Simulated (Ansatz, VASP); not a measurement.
# Two plane-wave programs on Ni

File INCAR:

```
SYSTEM = Ni
PREC     = Accurate       ! precision mode
ENCUT    = 520            ! plane-wave cutoff, eV
EDIFF    = 1E-7           ! SCF threshold, eV
ISMEAR   = -1             ! smearing method
SIGMA    = 0.05           ! smearing width, eV
LREAL    = .FALSE.        ! projectors in reciprocal space
LASPH    = .TRUE.         ! aspherical terms in the spheres
NELM     = 150            ! most SCF steps
ALGO     = Normal         ! electronic algorithm
ISIF     = 2              ! what is computed and relaxed
LWAVE    = .FALSE.        ! write WAVECAR
LCHARG   = .FALSE.        ! write CHGCAR
ISPIN    = 2              ! spin polarisation
MAGMOM   = 0.631 0.678 0.678 ! initial moments
LORBIT   = 11             ! projections on sites
LMAXMIX  = 4              ! l up to which the mixer works
GGA      = B5             ! functional
ALDAX    = 1.0          
AGGAX    = 1.0          
AGGAC    = 1.0          
ALDAC    = 0.0          
NBANDS   = 26             ! bands
```

File KPOINTS:

```
regular mesh
0
G
  10 10 14
  0 0 0
```

The input POSCAR:

```
Ni
1.0
    4.1626174233      0.0000000000      0.0000000000
   -2.0813087117      3.6049324348      0.0000000000
    0.0000000000      0.0000000000      2.5238858207
Ni
3
Direct
    0.0000000000      1.0000000000      0.0000000000
    0.3333333333      0.6666666667      0.5000000000
    0.6666666667      0.3333333333      0.5000000000
```

Input for Ansatz:

```yaml
crystal:
  lattice:
    - [4.1626174233, 0.0, 0.0]
    - [-2.0813087117, 3.6049324348, 0.0]
    - [0.0, 0.0, 2.5238858207]
  atoms:
    - { symbol: Ni, position: [0.0, 1.0, 0.0], spin: 0.631 }
    - { symbol: Ni, position: [0.3333333333, 0.6666666667, 0.5], spin: 0.678 }
    - { symbol: Ni, position: [0.6666666667, 0.3333333333, 0.5], spin: 0.678 }
hamiltonian:
  xc: blyp
  pseudopotentials:
    kind: paw
    azcp:
      Ni: "pseudopotentials/Ni.paw.azcp"
basis:
  ecutwfc: 420
  fft_grid_basis: typed
kpoints:
  mp_grid: { grid: [10, 10, 14], shift: [0, 0, 0] }
magnetization:
  spin_polarized: true
scf:
  occupations: { method: fermi_dirac, width: 0.05 }
  lower_state_search: "off"
output:
  stress: true
```

Alike in both runs: task single point; functional BLYP; k mesh 10 × 10 × 14; occupations fermi-dirac, width 0.05 eV; collinear spin.

|  | VASP | Ansatz |
| --- | --- | --- |
| version | VASP 6.6.1 | Ansatz 0.2.0 |
| potentials or method | VASP PAW PBE potentials, release 64 (Ni), cutoff 520 eV | plane waves (420 eV) with PAW, scalar-relativistic |
| valence electrons in the cell | 30 | 54 |

```tsv
	VASP	Ansatz	Ansatz less VASP
pressure (GPa)	-10.1	-10.3	-0.24
traceless stress, the component that is largest in VASP (GPa)	0.28	0.42	+0.133
net moment per atom (μB)	0.62	0.63	+0.014
size of the moment on the site where the two differ most (μB)	0.66	0.69	+0.037
```

VASP's potentials were made for PBE, not for BLYP. Site moments also hang on the region over which each program counts them. VASP's potentials hold 30 valence electrons a cell and Ansatz's 54, so a difference there can come from the potentials and not from the codes.
